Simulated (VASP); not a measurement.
Write the native input for VASP 6.6.1 that does the following.

* Task: single point
* Functional: PBEsol
* Potentials or basis: VASP PAW PBE potentials, release 64 (H, Si, C, F)
* Cutoff: 520 eV
* k mesh: 1 × 1 × 1
* Occupations: fermi-dirac, width 0.05 eV
* Spin: no spin polarisation
* Dipole correction: no
* Further INCAR settings: LREAL = Auto; ALGO = Normal; EDIFF = 1e-06; NBANDS = 76

The structure of Si20H10CF2 lies in POSCAR:

```
Si20H10CF2
1.0
    7.6791800000      0.0000000000      0.0000000000
    0.0000000000      7.6791800000      0.0000000000
    0.0000000000      0.0000000000     22.2543620000
H Si C F
10 20 1 2
Direct
    0.4093926695      0.0000000000      0.0449350109
    0.0906086327      0.0000000000      0.0449350109
    0.9093939718      0.0000000000      0.0449350109
    0.5906099349      0.0000000000      0.0449350109
    0.4093926695      0.5000013022      0.0449350109
    0.0906086327      0.5000013022      0.0449350109
    0.9093939718      0.5000013022      0.0449350109
    0.5906099349      0.5000013022      0.0449350109
    0.2423435836      0.4731494769      0.3816914635
    0.7745097784      0.4922530791      0.3778809745
    0.2500006511      0.0000000000      0.0838262629
    0.7500019533      0.0000000000      0.0838262629
    0.2500006511      0.5000013022      0.0838262629
    0.7500019533      0.5000013022      0.0838262629
    0.2499615844      0.2470185619      0.1419946346
    0.7499498644      0.2472529619      0.1419901411
    0.2499615844      0.7516687980      0.1470722908
    0.7500800867      0.7514474202      0.1470992518
   -0.0002734667      0.2513419402      0.1981499178
    0.5001185022      0.2513028735      0.1983880733
    0.0000781333      0.7580236431      0.2097746051
    0.5001054800      0.7579455098      0.2099768126
    0.0000130222      0.0068366675      0.2681092363
    0.4999752578      0.0070320008      0.2680283533
    0.0012240890      0.4890626343      0.2600928303
    0.5001054800      0.4890365898      0.2613330366
    0.2502350511      0.0892543214      0.3085732136
    0.7501451978      0.0898793882      0.3087754212
    0.2493104733      0.4112939142      0.3199462649
    0.7531272870      0.4134425811      0.3190520582
    0.6038014476      0.3229120818      0.4370828514
    0.5227511271      0.4421175178      0.4697416174
    0.7408212856      0.2795610990      0.4699842665
```

The input as run:

INCAR

```
ALGO = Normal
EDIFF = 1E-6
ENCUT = 520
GGA = PS
ISIF = 2
ISMEAR = -1
LASPH = True
LCHARG = True
LELF = True
LREAL = Auto
LVHAR = True
LWAVE = False
NBANDS = 76
NELM = 80
PREC = Accurate
SIGMA = 0.05
```

KPOINTS

```
k-points
0
Gamma
  1 1 1
```

Potentials or basis: VASP PAW PBE potentials, release 64 (H, Si, C, F).

Launch:

```console
$ cat potpaw_PBE.64/H/POTCAR potpaw_PBE.64/Si/POTCAR potpaw_PBE.64/C/POTCAR potpaw_PBE.64/F/POTCAR > POTCAR
$ mpirun -np 1 vasp_gam > vasp.out
```

It gave:

```
Largest force : 2.125 eV/Å
```

Caveat: the k points lie up to 0.82 Å⁻¹ apart; the PAW data sets were made with another functional, which shifts forces and pressure a little.

It took 4 min on 1 thread of AMD EPYC 7R13 Processor (Zen 3) (shared host), peak memory 1.1 GiB.
